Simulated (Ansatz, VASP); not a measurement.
# Mg in VASP and in Ansatz

```xyz
1
Lattice="-1.9370 1.9370 1.9290 1.9370 -1.9370 1.9290 1.9370 1.9370 -1.9290" Properties=species:S:1:pos:R:3 pbc="T T T"
Mg    0.0000    0.0000    1.9290
```

Alike in both runs: task single point; functional PBEsol; k mesh 16 × 16 × 16; occupations gaussian, width 0.1 eV; no spin polarisation.

|  | VASP | Ansatz |
| --- | --- | --- |
| version | VASP 6.6.1 | Ansatz 0.2.0 |
| potentials or method | VASP PAW PBE potentials, release 64 (Mg), cutoff 600 eV | scalar-relativistic, plane waves, PAW |
| valence electrons in the cell | 2 | 10 |

```tsv
	VASP	Ansatz	Ansatz less VASP
gap on the k mesh at the Fermi level (eV)	none	none	-
pressure (GPa)	-5.5	-5.4	+0.07
```

VASP's potentials were made for PBE, not for PBEsol. A gap of «none» marks a metal or a gap that the smearing closes. VASP's potentials hold 2 valence electrons a cell and Ansatz's 10, so a difference there can come from the potentials and not from the codes.
